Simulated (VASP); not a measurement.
Write the native input for VASP 6.6.1 that does the following.

| Quantity | Value |
| --- | --- |
| Task | single point |
| Functional | PBE |
| Potentials or basis | VASP PAW PBE potentials, release 64 (Al, Se) |
| Cutoff | 520 eV |
| k mesh | 6 × 6 × 4 |
| Occupations | gaussian, width 0.1 eV |
| Spin | no spin polarisation |
| Dipole correction | no |
| Further INCAR settings | ALGO = Normal; EDIFF = 1e-06; NBANDS = 12 |

The structure of AlSe lies in POSCAR:

```
AlSe
1.0
    2.9433064508      0.0000000027      0.0000000000
   -1.4716532277      2.5489781561      0.0000000000
    0.0000000000      0.0000000000      5.1856370440
Al Se
1 1
Direct
    0.0000000000      0.0000000000      0.0000000000
    0.0000000000      0.0000000000      0.5000000000
```

These files were run (other wordings do the same):

INCAR

```
SYSTEM = AlSe
PREC = Accurate
ENCUT = 520
EDIFF = 1E-6
ISMEAR = 0
SIGMA = 0.1
LREAL = .False.
LASPH = .True.
NELM = 100
ALGO = Normal
ISIF = 2
LWAVE = .False.
LCHARG = .True.
GGA = PE
LELF = .True.
LVHAR = .True.
NBANDS = 12
```

KPOINTS

```
Automatic mesh
0
Gamma
  6 6 4
  0 0 0
```

Potentials or basis: VASP PAW PBE potentials, release 64 (Al, Se).

Command:

```bash
$ cat potpaw_PBE.64/Al/POTCAR potpaw_PBE.64/Se/POTCAR > POTCAR
$ mpirun -np 1 vasp_std > vasp.out
```

It gave:

| Property | Result |
| --- | --- |
| Pressure | 0.1 GPa |

Caveat: the k points lie up to 0.41 Å⁻¹ apart.

Run time: 21 s on 1 thread of AMD EPYC 7R13 (shared host), peak memory 0.13 GiB.
